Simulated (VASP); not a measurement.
# Mo (Im-3m) in VASP: relaxation of cell and atoms with PBE

Aim: the relaxation of cell and atoms of Mo with PBE.

Program: VASP 6.6.1. These are calculated values, not measurements. Logs are shortened: lines on timing, memory, paths and dates and some standing lists are left out, and cuts for length are marked.

## Step 1: The cell of the first run

Symmetry: Im-3m, No. 229, cubic system. Conventional cell: a = 3.161 Å, b = 3.161 Å, c = 3.161 Å, α = 90.00°, β = 90.00°, γ = 90.00°. Within 3.6 Å of Mo (site symmetry m-3m) lie 14 Mo at 2.74 to 3.16 Å.

## Step 2: Relaxation of cell and atoms, PBE

INCAR reads:

```
PREC     = Accurate       # precision mode
ENCUT    = 600            # plane-wave cutoff, eV
EDIFF    = 1E-6           # SCF threshold, eV
ISMEAR   = -1             # smearing method
SIGMA    = 0.05           # smearing width, eV
LREAL    = F              # projectors in reciprocal space
LASPH    = T              # aspherical terms in the spheres
NELM     = 100            # most SCF steps
ALGO     = Normal         # electronic algorithm
ISIF     = 3              # what is computed and relaxed
LWAVE    = F              # write WAVECAR
LCHARG   = F              # write CHGCAR
GGA      = PE             # functional
IBRION   = 2              # ionic algorithm
NSW      = 45             # ionic steps
EDIFFG   = -0.005         # ionic threshold
```

KPOINTS reads:

```
regular mesh
0
Gamma
  18 18 18
```

POSCAR reads:

```
Mo
1.0
   -1.5802780018      1.5802780018      1.5802780018
    1.5802780018     -1.5802780018      1.5802780018
    1.5802780018      1.5802780018     -1.5802780018
Mo
1
Direct
    0.0000000000      0.0000000000      0.0000000000
```

Potentials or basis: VASP PAW PBE potentials, release 64 (Mo_sv).

The run is started by

```console
$ cat potpaw_PBE.64/Mo_sv/POTCAR > POTCAR
$ mpirun -np 1 vasp_std > vasp.out
```

OUTCAR:

```text
PREC = Accurate
   ENCUT = 600
   EDIFF = 1E-6
   ISMEAR = -1
   LREAL = F
   LASPH = T
   NELM = 100
   ISIF = 3
   GGA = PE
   IBRION = 2
   NSW = 45
   EDIFFG = -0.005

 ion  position               nearest neighbor table
   1  0.000  0.000  0.000-

  LATTYP: Found a body centered cubic cell.
 ALAT       =     3.1605560036

  Lattice vectors:

 A1 = (  -1.5802780018,   1.5802780018,   1.5802780018)
 A2 = (   1.5802780018,  -1.5802780018,   1.5802780018)
 A3 = (   1.5802780018,   1.5802780018,  -1.5802780018)

Analysis of symmetry for initial positions (statically):
=====================================================================
 Subroutine PRICEL returns:
 Original cell was already a primitive cell.

 Routine SETGRP: Setting up the symmetry group for a
 body centered cubic supercell.

 Subroutine GETGRP returns: Found 48 space group operations
 (whereof 48 operations were pure point group operations)
 out of a pool of 48 trial point group operations.

The static configuration has the point symmetry O_h .

Analysis of symmetry for dynamics (positions and initial velocities):
=====================================================================
 Subroutine PRICEL returns:
 Original cell was already a primitive cell.

 Routine SETGRP: Setting up the symmetry group for a
 body centered cubic supercell.

 Subroutine GETGRP returns: Found 48 space group operations
 (whereof 48 operations were pure point group operations)
 out of a pool of 48 trial point group operations.

The dynamic configuration has the point symmetry O_h .

 Subroutine INISYM returns: Found 48 space group operations
 (whereof 48 operations are pure point group operations),
 and found     1 'primitive' translations

----------------------------------------------------------------------------------------

                                     Primitive cell

  volume of cell :      15.7856

  direct lattice vectors                    reciprocal lattice vectors
    -1.580278002  1.580278002  1.580278002     0.000000000  0.316400025  0.316400025
     1.580278002 -1.580278002  1.580278002     0.316400025  0.000000000  0.316400025
     1.580278002  1.580278002 -1.580278002     0.316400025  0.316400025  0.000000000

  length of vectors
     2.737121789  2.737121789  2.737121789     0.447457207  0.447457207  0.447457207

  position of ions in fractional coordinates (direct lattice)
     0.000000000  0.000000000  0.000000000

  ion indices of the primitive-cell ions
   primitive index   ion index
                 1           1

----------------------------------------------------------------------------------------

 KPOINTS: regular mesh

Automatic generation of k-mesh.
 Grid dimensions read from file:
 generate k-points for:   18   18   18

 Generating k-lattice:

  Cartesian coordinates                     Fractional coordinates (reciprocal lattice)
     0.000000000  0.017577779  0.017577779     0.055555556  0.000000000  0.000000000
     0.017577779  0.000000000  0.017577779     0.000000000  0.055555556  0.000000000
     0.017577779  0.017577779  0.000000000     0.000000000  0.000000000  0.055555556

  Length of vectors
     0.024858734  0.024858734  0.024858734

  Shift w.r.t. Gamma in fractional coordinates (k-lattice)
     0.000000000  0.000000000  0.000000000

 Subroutine IBZKPT returns following result:
 ===========================================

 Found    195 irreducible k-points:

 Following reciprocal coordinates:
            Coordinates               Weight
  0.000000  0.000000  0.000000      1.000000
  0.055556  0.000000  0.000000     12.000000
  0.111111  0.000000  0.000000     12.000000
  0.166667  0.000000  0.000000     12.000000
  0.222222  0.000000  0.000000     12.000000
  0.277778  0.000000  0.000000     12.000000
[... 16 lines left out ...]
  0.333333  0.111111  0.000000     48.000000
  0.388889  0.111111  0.000000     48.000000
 [... further k-points ...]
   k-points           NKPTS =    195   k-points in BZ     NKDIM =    195   number of bands    NBANDS=     11
   number of dos      NEDOS =    301   number of ions     NIONS =      1
   total plane-waves  NPLWV =  13824
   dimension x,y,z NGX =    24 NGY =   24 NGZ =   24
   dimension x,y,z NGXF=    48 NGYF=   48 NGZF=   48
   ions per type =               1
   NGX,Y,Z   is equivalent  to a cutoff of  14.58, 14.58, 14.58 a.u.
   NGXF,Y,Z  is equivalent  to a cutoff of  29.15, 29.15, 29.15 a.u.
 SYSTEM =  unknown system
   PREC   = accura    normal or accurate (medium, high low for compatibility)
   ISTART =      0    job   : 0-new  1-cont  2-samecut
   ICHARG =      2    charge: 1-file 2-atom 10-const
   ISPIN  =      1    spin polarized calculation?
   LNONCOLLINEAR =      F non collinear calculations
   LSORBIT =      F    spin-orbit coupling
   LASPH  =      T    aspherical Exc in radial PAW
   ENCUT  =  600.0 eV  44.10 Ry    6.64 a.u.   5.47  5.47  5.47*2*pi/ulx,y,z
   NELM   =    100;   NELMIN=  2; NELMDL= -5     # of ELM steps
   EDIFF  = 0.1E-05   stopping-criterion for ELM
   LREAL  =      F    real-space projection
   EDIFFG = -.5E-02   stopping-criterion for IOM
   NSW    =     45    number of steps for IOM
   IBRION =      2    ionic relax: 0-MD 1-quasi-New 2-CG
   NFREE  =      1    steps in history (QN), initial steepest desc. (CG)
   ISIF   =      3    stress and relaxation
   ISYM   =      2    0-nonsym 1-usesym 2-fastsym
   POTIM  = 0.5000    time-step for ionic-motion
   TEBEG  =    0.0;   TEEND  =   0.0 temperature during run
   PSTRESS=    0.0 pullay stress
   NELECT =      14.0000    total number of electrons
   NUPDOWN=      -1.0000    fix difference up-down
   EMIN   =  10.00;   EMAX   =-10.00  energy-range for DOS
   EFERMI =   0.00;   METHOD = LEGACY
   ISMEAR =    -1;   SIGMA  =   0.05  broadening in eV -4-tet -1-fermi 0-gaus
   EFERMI_NEDOS =   21; number of points for ismear=-14 and -15
   IALGO  =     38    algorithm
   IMIX   =      4    mixing-type and parameters
     AMIX     =   0.40;   BMIX     =  1.00
     AMIX_MAG =   1.60;   BMIX_MAG =  1.00
  volume/ion in A,a.u.               =      15.79       106.53
  Fermi-wavevector in a.u.,A,eV,Ry     =   1.572886  2.972324 33.660427  2.473972
  Thomas-Fermi vector in A             =   2.674253
   LORBIT       =      0    0 simple, 1 ext, 2 COOP (PROOUT), +10 PAW based schemes
   GGA     = PE    functional components
   LHFCALC =     F    Hartree Fock is set to
   AEXX    =    0.0000 exact exchange contribution
   IVDW    =     0    specifies the selected vdW correction
   LEPSILON=     F    determine dielectric tensor
   LRPA    =     F    only Hartree local field effects (RPA)
 conjugate gradient relaxation of ions
 non-spin polarized calculation
  energy-cutoff  :      600.00
  volume of cell :       15.79
 maximum number of plane-waves:       543
 NGX is ok and might be reduce to    24
   NGX = 11   NGY = 11   NGZ = 11

--------------------------------------- Ionic step        1  -------------------------------------------

 number of electron      14.0000002 magnetization

 Free energy of the ion-electron system (eV)
  ---------------------------------------------------
  ext. energy  EPLUGINS =         0.00000000
  ---------------------------------------------------
  free energy    TOTEN  =       -10.93600773 eV

  energy without entropy =      -10.93116299  energy(sigma->0) =      -10.93358536

------------------------ aborting loop because EDIFF is reached ----------------------------------------

  FORCE on cell =-STRESS in cart. coord.  units (eV):
  Direction    XX          YY          ZZ          XY          YZ          ZX
  --------------------------------------------------------------------------------------
  -------------------------------------------------------------------------------------
  Total        0.0396020      0.0396020      0.0396020     -0.0000000      0.0000000     -0.0000000
  in kB        4.0194527      4.0194527      4.0194527     -0.0000000      0.0000000     -0.0000000
  external PRESSURE =       4.0194527 kB  Pullay stress =       0.0000000 kB
[... 55 lines left out ...]
  energy  without entropy=      -10.9308835142  energy(sigma->0) =      -10.93334487

--------------------------------------- Ionic step        3  -------------------------------------------

 number of electron      14.0000002 magnetization

 Free energy of the ion-electron system (eV)
  ---------------------------------------------------
  ext. energy  EPLUGINS =         0.00000000
  ---------------------------------------------------
  free energy    TOTEN  =       -10.93603630 eV

  energy without entropy =      -10.93117138  energy(sigma->0) =      -10.93360384

 E-fermi :  12.4296     XC(G=0): -13.3268

 val. band max:       12.4084337208   @ k =   0.3889   0.1111   0.0000
 cond. band min:      12.4338909635   @ k =  -0.3889   0.4444   0.2778
 fundamental gap:      0.0254572427
 Fermi energy:        12.4295985010

 k-point     1 :       0.0000    0.0000    0.0000
  band No.  band energies     occupation
      1     -48.8671      2.00000
      2     -22.1595      2.00000
      3     -22.1595      2.00000
      4     -22.1595      2.00000
      5       5.2147      2.00000
      6      11.0699      2.00000
      7      11.0699      2.00000
      8      11.0699      2.00000
      9      14.0540      0.00000
     10      14.0540      0.00000
     11      27.2276      0.00000
[... 309 lines left out ...]
 k-point    24 :       0.3889    0.1111    0.0000
  band No.  band energies     occupation
      1     -48.6142      2.00000
      2     -23.4264      2.00000
      3     -22.6283      2.00000
      4     -22.2288      2.00000
      5       7.5632      2.00000
      6       9.2182      2.00000
      7      12.4084      1.20854
      8      13.9538      0.00000
      9      15.0694      0.00000
     10      17.7198      0.00000
     11      23.9750      0.00000

 [... further k-points ...]

------------------------ aborting loop because EDIFF is reached ----------------------------------------

  FORCE on cell =-STRESS in cart. coord.  units (eV):
  Direction    XX          YY          ZZ          XY          YZ          ZX
  --------------------------------------------------------------------------------------
  -------------------------------------------------------------------------------------
  Total        0.0005851      0.0005851      0.0005851      0.0000000      0.0000000      0.0000000
  in kB        0.0593003      0.0593003      0.0593003      0.0000000      0.0000000      0.0000000
  external PRESSURE =       0.0593003 kB  Pullay stress =       0.0000000 kB
[... 16 lines left out ...]
  FREE ENERGIE OF THE ION-ELECTRON SYSTEM (eV)
  ---------------------------------------------------
  free  energy   TOTEN  =       -10.9360362952 eV

  energy  without entropy=      -10.9311713850  energy(sigma->0) =      -10.93360384

 reached required accuracy - stopping structural energy minimisation
```

Wall time 27 s (1 thread of Intel Xeon Platinum 8488C (Sapphire Rapids), shared host); peak memory 0.17 GiB.

Results:

```yaml
Free_energy: -10.9360 eV
Relaxed_volume: 15.81 Å³/atom
Relaxed_cell: a = 2.738 Å, b = 2.738 Å, c = 2.738 Å, α = 109.47°, β = 109.47°, γ = 109.47°
Space_group_after_relaxing_to_0.05_Å: Im-3m (No. 229)
Energy_gained_by_relaxing: 0.0 meV/atom
Ionic_steps: 3
Pressure_after_relaxing: 0.0 GPa
Band_gap_on_the_k_mesh: zero (band 7 reaches 16.33 eV, above the bottom of band 8 at 11.07 eV)
```

Final structure:
```
Mo
1.0
    -1.58106    1.58106    1.58106
     1.58106   -1.58106    1.58106
     1.58106    1.58106   -1.58106
Mo
1
Direct
  0.00000 0.00000 0.00000
```

Levels at points of the mesh, in eV from the Fermi level:
| k point | band 4 | band 5 | band 6 | band 7 | band 8 | band 9 | band 10 | band 11 |
| --- | --- | --- | --- | --- | --- | --- | --- | --- |
| (0.00, 0.00, 0.00) | -34.59 | -7.21 | -1.36 | -1.36 | -1.36 | 1.62 | 1.62 | 14.80 |
| (0.50, 0.00, 0.00) | -34.60 | -5.27 | -3.37 | 1.57 | 1.65 | 2.27 | 4.65 | 11.46 |
| (0.50, 0.50, 0.50) | -35.52 | -5.37 | -5.37 | 3.90 | 3.90 | 3.90 | 8.96 | 8.96 |
